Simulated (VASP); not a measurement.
# Cu12Cl in VASP: single point with PBE

Aim: the single point of Cu12Cl with PBE.

All numbers are computed with VASP 6.6.1; they aren't measurements. Logs are shortened: lines on timing, memory, paths and dates and some standing lists are left out, and cuts for length are marked.

## Step 1: The cell of the first run

The cell holds a slab with vacuum, 13 atoms: a = 5.132 Å, b = 5.132 Å, c = 19.028 Å, α = 90.00°, β = 90.00°, γ = 90.00°.

## Step 2: Single point, PBE

INCAR reads:

```
PREC     = Accurate       # precision mode
ENCUT    = 520            # plane-wave cutoff, eV
EDIFF    = 1E-7           # SCF threshold, eV
ISMEAR   = 0              # smearing method
SIGMA    = 0.1            # smearing width, eV
LREAL    = F              # projectors in reciprocal space
LASPH    = T              # aspherical terms in the spheres
NELM     = 80             # most SCF steps
ALGO     = Normal         # electronic algorithm
ISIF     = 2              # what is computed and relaxed
LWAVE    = F              # write WAVECAR
LCHARG   = F              # write CHGCAR
LDIPOL   = T            
IDIPOL   = 3            
DIPOL    = 0.5 0.5 0.318
GGA      = PE             # functional
NBANDS   = 82             # bands
```

KPOINTS reads:

```
Automatic mesh
0
Gamma
  5 5 1
```

POSCAR reads:

```
Cu12Cl
1.0
    5.1319544654      0.0000000000      0.0000000000
    0.0000000000      5.1319544654      0.0000000000
    0.0000000000      0.0000000000     19.0279314150
Cu Cl
12 1
Direct
    0.2500000000      0.2500000000      0.2102172807
    0.2500000000      0.7500000000      0.2102172807
    0.7500000000      0.2500000000      0.2102172807
    0.7500000000      0.7500000000      0.2102172807
    0.0000000000      0.0000000000      0.3029241254
    0.0000000000      0.5000000000      0.3029241254
    0.5000000000      0.0000000000      0.3029241254
    0.5000000000      0.5000000000      0.3029241254
    0.2500000000      0.2500000000      0.3956253179
    0.2500000000      0.7500000000      0.3956253179
    0.7500000000      0.2500000000      0.3956253179
    0.7500000000      0.7500000000      0.3956253179
    0.3333333333      0.3333333333      0.5052448478
```

Potentials or basis: VASP PAW PBE potentials, release 64 (Cu, Cl).

On the command line:

```console
$ cat potpaw_PBE.64/Cu/POTCAR potpaw_PBE.64/Cl/POTCAR > POTCAR
$ mpirun -np 1 vasp_std > vasp.out
```

OUTCAR:

```text
PREC = Accurate
   ENCUT = 520
   EDIFF = 1E-7
   ISMEAR = 0
   LREAL = F
   LASPH = T
   NELM = 80
   ISIF = 2
   GGA = PE

 ion  position               nearest neighbor table
   1  0.250  0.250  0.210-   5 2.53   6 2.53   7 2.53   8 2.53   2 2.57   3 2.57   2 2.57   3 2.57

   2  0.250  0.750  0.210-   5 2.53   6 2.53   7 2.53   8 2.53   1 2.57   4 2.57   1 2.57   4 2.57

   3  0.750  0.250  0.210-   5 2.53   6 2.53   7 2.53   8 2.53   1 2.57   4 2.57   4 2.57   1 2.57
[... 15 lines left out ...]
  11  0.750  0.250  0.396-   5 2.53   6 2.53   7 2.53   8 2.53   9 2.57  12 2.57  12 2.57   9 2.57

  12  0.750  0.750  0.396-   5 2.53   6 2.53   7 2.53   8 2.53  10 2.57  11 2.57  11 2.57  10 2.57

  13  0.333  0.333  0.505-   9 2.17

  LATTYP: Found a simple tetragonal cell.
 ALAT       =     5.1319544654
 C/A-ratio  =     3.7077358233

  Lattice vectors:

 A1 = (   5.1319544654,   0.0000000000,   0.0000000000)
 A2 = (   0.0000000000,   5.1319544654,   0.0000000000)
 A3 = (   0.0000000000,   0.0000000000,  19.0279314150)

Analysis of symmetry for initial positions (statically):
=====================================================================
 Subroutine PRICEL returns:
 Original cell was already a primitive cell.

 Routine SETGRP: Setting up the symmetry group for a
 simple tetragonal supercell.

 Subroutine GETGRP returns: Found  2 space group operations
 (whereof  2 operations were pure point group operations)
 out of a pool of 16 trial point group operations.

The static configuration has the point symmetry C_1h.

Analysis of symmetry for dynamics (positions and initial velocities):
=====================================================================
 Subroutine PRICEL returns:
 Original cell was already a primitive cell.

 Routine SETGRP: Setting up the symmetry group for a
 simple tetragonal supercell.

 Subroutine GETGRP returns: Found  2 space group operations
 (whereof  2 operations were pure point group operations)
 out of a pool of 16 trial point group operations.

The dynamic configuration has the point symmetry C_1h.

 Subroutine INISYM returns: Found  2 space group operations
 (whereof  2 operations are pure point group operations),
 and found     1 'primitive' translations

----------------------------------------------------------------------------------------

                                     Primitive cell

  volume of cell :     501.1378

  direct lattice vectors                    reciprocal lattice vectors
     5.131954465  0.000000000  0.000000000     0.194857536  0.000000000  0.000000000
     0.000000000  5.131954465  0.000000000     0.000000000  0.194857536  0.000000000
     0.000000000  0.000000000 19.027931415     0.000000000  0.000000000  0.052554320

  length of vectors
     5.131954465  5.131954465 19.027931415     0.194857536  0.194857536  0.052554320

  position of ions in fractional coordinates (direct lattice)
     0.250000000  0.250000000  0.210217281
     0.250000000  0.750000000  0.210217281
     0.750000000  0.250000000  0.210217281
     0.750000000  0.750000000  0.210217281
     0.000000000  0.000000000  0.302924125
     0.000000000  0.500000000  0.302924125
     0.500000000  0.000000000  0.302924125
     0.500000000  0.500000000  0.302924125
     0.250000000  0.250000000  0.395625318
     0.250000000  0.750000000  0.395625318
     0.750000000  0.250000000  0.395625318
     0.750000000  0.750000000  0.395625318
     0.333333333  0.333333333  0.505244848

  ion indices of the primitive-cell ions
   primitive index   ion index
                 1           1
                 2           2
                 3           3
                 4           4
                 5           5
                 6           6
                 7           7
                 8           8
                 9           9
                10          10
                11          11
                12          12
                13          13

----------------------------------------------------------------------------------------

 KPOINTS: Automatic mesh

Automatic generation of k-mesh.
 Grid dimensions read from file:
 generate k-points for:    5    5    1

 Generating k-lattice:

  Cartesian coordinates                     Fractional coordinates (reciprocal lattice)
     0.038971507  0.000000000  0.000000000     0.200000000  0.000000000  0.000000000
     0.000000000  0.038971507  0.000000000     0.000000000  0.200000000  0.000000000
     0.000000000  0.000000000  0.052554320     0.000000000  0.000000000  1.000000000

  Length of vectors
     0.038971507  0.038971507  0.052554320

  Shift w.r.t. Gamma in fractional coordinates (k-lattice)
     0.000000000  0.000000000  0.000000000

 Subroutine IBZKPT returns following result:
 ===========================================

 Found      9 irreducible k-points:

 Following reciprocal coordinates:
            Coordinates               Weight
  0.000000  0.000000  0.000000      1.000000
  0.200000  0.000000  0.000000      4.000000
  0.400000  0.000000  0.000000      4.000000
  0.200000  0.200000  0.000000      2.000000
 -0.200000  0.200000  0.000000      2.000000
  0.400000  0.200000  0.000000      4.000000
 -0.200000  0.400000  0.000000      4.000000
  0.400000  0.400000  0.000000      2.000000
 -0.400000  0.400000  0.000000      2.000000
   k-points           NKPTS =      9   k-points in BZ     NKDIM =      9   number of bands    NBANDS=     82
   number of dos      NEDOS =    301   number of ions     NIONS =     13
   total plane-waves  NPLWV = 230400
   dimension x,y,z NGX =    40 NGY =   40 NGZ =  144
   dimension x,y,z NGXF=    80 NGYF=   80 NGZF=  288
   ions per type =              12   1
   NGX,Y,Z   is equivalent  to a cutoff of  12.96, 12.96, 12.58 a.u.
   NGXF,Y,Z  is equivalent  to a cutoff of  25.92, 25.92, 25.16 a.u.
 SYSTEM =  unknown system
   PREC   = accura    normal or accurate (medium, high low for compatibility)
   ISTART =      0    job   : 0-new  1-cont  2-samecut
   ICHARG =      2    charge: 1-file 2-atom 10-const
   ISPIN  =      1    spin polarized calculation?
   LNONCOLLINEAR =      F non collinear calculations
   LSORBIT =      F    spin-orbit coupling
   LASPH  =      T    aspherical Exc in radial PAW
   ENCUT  =  520.0 eV  38.22 Ry    6.18 a.u.   9.54  9.54 35.38*2*pi/ulx,y,z
   NELM   =     80;   NELMIN=  2; NELMDL= -5     # of ELM steps
   EDIFF  = 0.1E-06   stopping-criterion for ELM
   LREAL  =      F    real-space projection
   EDIFFG = 0.1E-05   stopping-criterion for IOM
   NSW    =      0    number of steps for IOM
   IBRION =     -1    ionic relax: 0-MD 1-quasi-New 2-CG
   NFREE  =      0    steps in history (QN), initial steepest desc. (CG)
   ISIF   =      2    stress and relaxation
   ISYM   =      2    0-nonsym 1-usesym 2-fastsym
   POTIM  = 0.5000    time-step for ionic-motion
   TEBEG  =    0.0;   TEEND  =   0.0 temperature during run
   PSTRESS=    0.0 pullay stress
   NELECT =     139.0000    total number of electrons
   NUPDOWN=      -1.0000    fix difference up-down
   EMIN   =  10.00;   EMAX   =-10.00  energy-range for DOS
   EFERMI =   0.00;   METHOD = LEGACY
   ISMEAR =     0;   SIGMA  =   0.10  broadening in eV -4-tet -1-fermi 0-gaus
   EFERMI_NEDOS =   21; number of points for ismear=-14 and -15
   IALGO  =     38    algorithm
   IMIX   =      4    mixing-type and parameters
     AMIX     =   0.40;   BMIX     =  1.00
     AMIX_MAG =   1.60;   BMIX_MAG =  1.00
  volume/ion in A,a.u.               =      38.55       260.14
  Fermi-wavevector in a.u.,A,eV,Ry     =   1.067646  2.017559 15.508852  1.139868
  Thomas-Fermi vector in A             =   2.203269
   LORBIT       =      0    0 simple, 1 ext, 2 COOP (PROOUT), +10 PAW based schemes
   GGA     = PE    functional components
   LHFCALC =     F    Hartree Fock is set to
   AEXX    =    0.0000 exact exchange contribution
   IVDW    =     0    specifies the selected vdW correction
   LEPSILON=     F    determine dielectric tensor
   LRPA    =     F    only Hartree local field effects (RPA)
 non-spin polarized calculation
 Gauss-broadening in eV      SIGMA  =   0.10
  energy-cutoff  :      520.00
  volume of cell :      501.14
 maximum number of plane-waves:     13595
 NGX is ok and might be reduce to    40
   NGX = 19   NGY = 19   NGZ = 71

 dipolmoment           0.000000      0.000000     -0.000016 electrons x Angstroem

 number of electron     138.9999787 magnetization

 dipolmoment           0.000000      0.000000      0.215374 electrons x Angstroem

 Free energy of the ion-electron system (eV)
  ---------------------------------------------------
  ext. energy  EPLUGINS =         0.00000000
  ---------------------------------------------------
  free energy    TOTEN  =       -43.31104316 eV

  energy without entropy =      -43.29067744  energy(sigma->0) =      -43.30086030

 E-fermi :  -1.2066     XC(G=0):  -4.9770

 val. band max:       -1.2958475377   @ k =   0.0000   0.0000   0.0000
 cond. band min:      -1.2021671903   @ k =   0.0000   0.0000   0.0000
 fundamental gap:      0.0936803474
 Fermi energy:        -1.2065761262

 k-point     1 :       0.0000    0.0000    0.0000
  band No.  band energies     occupation
      1     -15.8102      2.00000
      2      -9.5197      2.00000
      3      -7.0114      2.00000
      4      -6.0082      2.00000
      5      -6.0039      2.00000
      6      -5.8257      2.00000
[... 745 lines left out ...]
     80       4.6830      0.00000
     81       4.7045      0.00000
 [bands above 81 left out]

------------------------ aborting loop because EDIFF is reached ----------------------------------------

 vacuum level on the upper side and lower side of the slab       (xc-potential included)         0.636        -0.810

  FORCE on cell =-STRESS in cart. coord.  units (eV):
  Direction    XX          YY          ZZ          XY          YZ          ZX
  --------------------------------------------------------------------------------------
  -------------------------------------------------------------------------------------
  Total       -3.4318261     -3.4318261      1.2136452      0.0989566      0.4063133      0.4063131
  in kB      -10.9718205    -10.9718205      3.8801199      0.3163721      1.2990160      1.2990153
  external PRESSURE =      -6.0211737 kB  Pullay stress =       0.0000000 kB

 VOLUME and BASIS-vectors are now :
 -----------------------------------------------------------------------------
  energy-cutoff  :      520.00
  volume of cell :      501.14
      direct lattice vectors                 reciprocal lattice vectors
     5.131954465  0.000000000  0.000000000     0.194857536  0.000000000  0.000000000
     0.000000000  5.131954465  0.000000000     0.000000000  0.194857536  0.000000000
     0.000000000  0.000000000 19.027931415     0.000000000  0.000000000  0.052554320

 POSITION                                       TOTAL-FORCE (eV/Angst)
 -----------------------------------------------------------------------------------
      1.28299      1.28299      4.00000         0.023242      0.023242     -0.038098
      1.28299      3.84897      4.00000         0.016036     -0.023406     -0.065145
      3.84897      1.28299      4.00000        -0.023406      0.016036     -0.065145
      3.84897      3.84897      4.00000        -0.016273     -0.016273     -0.086643
      0.00000      0.00000      5.76402         0.067863      0.067863      0.057967
      0.00000      2.56598      5.76402        -0.026634     -0.060282     -0.061292
      2.56598      0.00000      5.76402        -0.060282     -0.026634     -0.061292
      2.56598      2.56598      5.76402         0.025546      0.025546     -0.142819
      1.28299      1.28299      7.52793        -0.159115     -0.159115      0.183057
      1.28299      3.84897      7.52793        -0.027393     -0.073806      0.199795
      3.84897      1.28299      7.52793        -0.073806     -0.027393      0.199795
      3.84897      3.84897      7.52793         0.054186      0.054186     -0.136091
      1.71065      1.71065      9.61376         0.200037      0.200037      0.015910
 -----------------------------------------------------------------------------------
    total drift:                                0.000121      0.000121     -0.000038

  FREE ENERGIE OF THE ION-ELECTRON SYSTEM (eV)
  ---------------------------------------------------
  free  energy   TOTEN  =       -43.3110431596 eV

  energy  without entropy=      -43.2906774387  energy(sigma->0) =      -43.30086030

 vacuum level on the upper side and lower side of the slab         4.725         3.238
```

Run time: 30 min. Hardware: 1 thread of Oxide Virtual Turin-like, shared host; peak memory 0.62 GiB.

Results:

```yaml
Free_energy: -43.3110 eV
Largest_force: 0.290 eV/Å
```

Forces in eV/Å, atoms in the order of the input:
```
Cu   0.023  0.023 -0.038
Cu   0.016 -0.023 -0.065
Cu  -0.023  0.016 -0.065
Cu  -0.016 -0.016 -0.087
Cu   0.068  0.068  0.058
Cu  -0.027 -0.060 -0.061
Cu  -0.060 -0.027 -0.061
Cu   0.026  0.026 -0.143
Cu  -0.159 -0.159  0.183
Cu  -0.027 -0.074  0.200
Cu  -0.074 -0.027  0.200
Cu   0.054  0.054 -0.136
Cl   0.200  0.200  0.016
```

Caveat: an odd number of electrons without spin polarisation forces a metal; a magnetic or distorted state may lie lower. With open d or f shells a metallic result of PBE can be an artefact of self-interaction; +U or a hybrid may open a gap.
